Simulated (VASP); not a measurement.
Write the native input for VASP 6.6.1 that does the following.

```
Task                   : single point
Functional             : LDA
Potentials or basis    : VASP PAW LDA potentials, release 64 (Co)
Cutoff                 : 520 eV
k mesh                 : 24 × 24 × 12
Occupations            : gaussian, width 0.15 eV
Spin                   : collinear spin, ferromagnetic start
Starting moments       : [2.2, 2.2] μB
Fixed moment           : 4.4 μB
Dipole correction      : no
Further INCAR settings : ALGO = Normal; EDIFF = 1e-07; NBANDS = 20
```

The structure of Co lies in POSCAR:

```
Co
1.0
    2.4287596817      0.0000000000      0.0000000000
   -1.2143798408      2.1033675840      0.0000000000
    0.0000000000      0.0000000000      3.9177515245
Co
2
Direct
    0.6666666667      0.3333333333      0.2500000000
    0.3333333333      0.6666666667      0.7500000000
```

One way to write it, as run:

INCAR

```
  PREC = Accurate
  ENCUT = 520
  EDIFF = 1E-7
  ISMEAR = 0
  SIGMA = 0.15
  LREAL = False
  LASPH = True
  NELM = 150
  ALGO = Normal
  ISIF = 2
  LWAVE = False
  LCHARG = False
  ISPIN = 2
  MAGMOM = 2.2 2.2
  LORBIT = 11
  NUPDOWN = 4.4
  LMAXMIX = 4
  NBANDS = 20
```

KPOINTS

```
Automatic mesh
0
Gamma
  24 24 12
```

Potentials or basis: VASP PAW LDA potentials, release 64 (Co).

Launch:

```sh
$ cat potpaw_LDA.64/Co/POTCAR > POTCAR
$ mpirun -np 1 vasp_std > vasp.out
```

Results of the run:

```
Pressure                                              : 17.8 GPa
Net moment                                            : 4.40 μB per cell
Site moments                                          : Co +2.15 μB
Valence electrons inside the program's atomic spheres : Co 8.44
```

Caveat: the total moment is fixed, so each spin has its own Fermi level.

Wall time 3.6 min on 1 thread of Oxide Virtual Turin-like Processor, on a shared host, peak memory 0.28 GiB.
